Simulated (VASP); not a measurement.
Crystal: YF.

```xyz
2
Lattice="0.0000 2.6364 2.6364 2.6364 0.0000 2.6364 2.6364 2.6364 0.0000" Properties=species:S:1:pos:R:3 pbc="T T T"
Y     0.0000    0.0000    0.0000
F     2.6364    2.6364    2.6364
```

Base run:

| Item | Value |
| --- | --- |
| Program | VASP 6.6.1 |
| Functional | PBE |
| Potentials or basis | VASP PAW PBE potentials, release 64 (Y_sv, F) |
| Cutoff | 600 eV |
| k mesh | 6 × 6 × 6 |
| Occupations | fermi-dirac, width 0.1 eV |
| Spin | no spin polarisation |

Its results: band gap on the k mesh zero (band 9 reaches 5.01 eV, above the bottom of band 10 at 4.61 eV); pressure -2.7 GPa.

Question: The run is repeated on the same cell with these changes: functional from PBE to r2SCAN; cutoff from 600 eV to 660 eV. What comes out?

Answer: Band gap on the k mesh zero (band 9 reaches 5.06 eV, above the bottom of band 10 at 4.74 eV); pressure -4.8 GPa.

Caveats: the PAW data sets were made with another functional, which shifts forces and pressure a little (some runs).
